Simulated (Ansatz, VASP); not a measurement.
## One calculation of BiS, two programs

INCAR

```
PREC = Accurate ; ENCUT = 520
EDIFF = 1E-8 ; ISMEAR = -1
SIGMA = 0.05 ; LREAL = F
LASPH = T ; NELM = 80
ALGO = Normal ; ISIF = 2
LWAVE = F ; LCHARG = F
GGA = PE ; LEFG = T
NBANDS = 18
```

Contents of KPOINTS:

```
regular mesh
0
Gamma
  7 7 7
```

Contents of POSCAR:

```
BiS
1.0
    4.0029443400      0.0000000000      0.0000000000
    0.0000000000      4.0029443400      0.0000000000
    0.0000000000      0.0000000000      4.0029443400
Bi S
1 1
Direct
    0.5000000000      0.5000000000      0.5000000000
    0.0000000000      0.0000000000      0.0000000000
```

input.yaml

```yaml
crystal:
  lattice:
    - [4.00294434, 0.0, 0.0]
    - [0.0, 4.00294434, 0.0]
    - [0.0, 0.0, 4.00294434]
  atoms:
    - { symbol: Bi, position: [0.5, 0.5, 0.5] }
    - { symbol: S, position: [0.0, 0.0, 0.0] }
kpoints:
  mp_grid: { grid: [7, 7, 7] }
scf:
  occupations: { method: fermi_dirac, width: 0.05 }
hamiltonian:
  xc: pbe
  pseudopotentials: { kind: all_electron, datasets: crystal }
output:
  forces: true
  stress: true
  eigenvalues: true
  efg: {}
  elf: true
  volumetric_format: npy
```

Alike in both runs: task electric field gradients; functional PBE; k mesh 7 × 7 × 7; occupations fermi-dirac, width 0.05 eV; no spin polarisation.

|  | VASP | Ansatz |
| --- | --- | --- |
| version | VASP 6.6.1 | Ansatz 0.2.0 |
| potentials or method | VASP PAW PBE potentials, release 64 (Bi_d, S), cutoff 520 eV | all-electron PAW datasets made for the crystal |

```tsv
	VASP	Ansatz	Ansatz less VASP
gap on the k mesh at the Fermi level (eV)	none	none	-
pressure (GPa)	-11.0	-10.9	+0.06
```

A gap of «none» marks a metal or a gap that the smearing closes. Ansatz ran all-electron here, and VASP with PAW potentials.

Neither program's run includes spin-orbit coupling.
